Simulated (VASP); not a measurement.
**SrCl2: single point with PBE**

SrCl2:

```
Sr Cl
1.0
     2.45672    1.41839    4.01532
    -2.45672    1.41839    4.01532
     0.00000   -2.83678    4.01532
Sr Cl
1 2
Cartesian
  0.0000 0.0000 0.0000
  0.0000 0.0000 3.0109
  0.0000 0.0000 9.0350
```

| Quantity | Value |
| --- | --- |
| Program | VASP 6.6.1 |
| Task | single point |
| Functional | PBE |
| Potentials or basis | VASP PAW PBE potentials, release 64 (Sr_sv, Cl) |
| Cutoff | 520 eV |
| k mesh | 6 × 6 × 6 |
| Occupations | gaussian, width 0.01 eV |
| Spin | no spin polarisation |
| Dipole correction | no |
| Further INCAR settings | ALGO = Normal; EDIFF = 1e-07; NBANDS = 19 |

| Item | Value |
| --- | --- |
| Pressure | 1.5 GPa |
| Band gap on the k mesh | 5.38 eV (least direct gap 5.50 eV) |

Levels at points of the mesh, in eV from the valence-band top:
```tsv
k point	band 10	band 11	band 12	band 13	band 14	band 15
(0.00, 0.00, 0.00)	-0.34	-0.34	-0.34	5.38	6.09	6.09
(0.50, 0.00, 0.00)	-1.34	-1.06	-1.06	6.72	6.72	7.55
(0.50, 0.50, 0.00)	-0.41	-0.41	0.00	5.50	7.07	7.63
(0.50, 0.50, 0.50)	-1.34	-1.06	-1.06	6.72	6.72	7.54
```

Run time: 58 s on 1 thread of AMD EPYC 7R13 Processor (Zen 3), with other jobs on the host, peak memory 0.22 GiB.

A k mesh can miss the band edges.
